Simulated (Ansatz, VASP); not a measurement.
## TaN in VASP and in Ansatz

```
Ta N
1.0
     3.05000    0.00000    0.00000
    -1.52500    2.64138    0.00000
     0.00000    0.00000    4.98940
Ta N
2 2
Direct
  0.33333 0.66667 0.00000
  0.66667 0.33333 0.50000
  0.33333 0.66667 0.38500
  0.66667 0.33333 0.88500
```

Change from the starting cell: strain +0.0100 x Voigt [0, 0, 1, 0, 0, 0], atoms carried along.

Alike in both runs: task single point; functional PBEsol; k mesh 18 × 18 × 10; occupations gaussian, width 0.15 eV; no spin polarisation.

|  | VASP | Ansatz |
| --- | --- | --- |
| version | VASP 6.6.1 | Ansatz 0.2.0 |
| potentials or method | VASP PAW PBE potentials, release 64 (Ta_pv, N), cutoff 520 eV | scalar-relativistic, plane waves, PAW |
| valence electrons in the cell | 32 | 36 |

|  | VASP | Ansatz | Ansatz less VASP |
| --- | --- | --- | --- |
| gap on the k mesh at the Fermi level (eV) | none | none | - |
| pressure (GPa) | 123.0 | 119.7 | -3.23 |
| traceless stress, the component that is largest in VASP (GPa) | -20.09 | -19.60 | +0.487 |
| rms of the force components (eV/Å) | 1.627 | 1.596 | -0.0312 |

VASP's potentials were made for PBE, not for PBEsol. Atom by atom the forces differ by 0.031 eV/Å (rms over components). A gap of «none» marks a metal or a gap that the smearing closes. Both programs put the cell under a high pressure, so it lies far from rest at this level. VASP's potentials hold 32 valence electrons a cell and Ansatz's 36, so a difference there can come from the potentials and not from the codes.

Spin-orbit coupling is off throughout. Noted on VASP's run: the cell as given lies far from equilibrium.
